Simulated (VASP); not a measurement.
# CdS (Hawleyite): relaxation of the atoms with PBE

CdS (Hawleyite):

```
CELL_PARAMETERS angstrom
0.00000 2.85696 2.85696
2.85696 0.00000 2.85696
2.85696 2.85696 0.00000
ATOMIC_POSITIONS crystal
Cd 0.00000 0.00000 0.00000
S 0.25000 0.25000 0.25000
```

This cell differs from its parent crystal: volume scaled by 0.94.

```json
{
 "Program": "VASP 6.6.1",
 "Task": "relaxation of the atoms",
 "Functional": "PBE",
 "Potentials or basis": "VASP PAW PBE potentials, release 64 (Cd, S)",
 "Cutoff": "520 eV",
 "k mesh": "13 × 13 × 13",
 "Occupations": "fermi-dirac, width 0.02 eV",
 "Spin": "no spin polarisation",
 "Dipole correction": "no",
 "Further INCAR settings": "ALGO = Normal; EDIFF = 1e-06; IBRION = 2; EDIFFG = -0.02; NSW = 80"
}
```

```json
{
 "Pressure after relaxing": "8.0 GPa",
 "Band gap on the k mesh": "1.28 eV, direct"
}
```

Final structure:
```xyz
2
Lattice="0.0000 2.8570 2.8570 2.8570 0.0000 2.8570 2.8570 2.8570 0.0000" Properties=species:S:1:pos:R:3 pbc="T T T"
Cd    0.0000    0.0000    0.0000
S     1.4285    1.4285    1.4285
```

Levels at points of the mesh, in eV from the valence-band top:
```csv
k point,band 5,band 6,band 7,band 8,band 9,band 10,band 11,band 12,band 13
"(0.00, 0.00, 0.00)",-7.41,-7.41,0.00,0.00,0.00,1.28,6.52,6.52,6.52
```

Wall time 68 s on 1 thread of Intel Xeon 6975P-C (shared host), peak memory 0.2 GiB.

Caveat: the relaxation stopped at its first step, so nothing moved. A k mesh can miss the band edges.
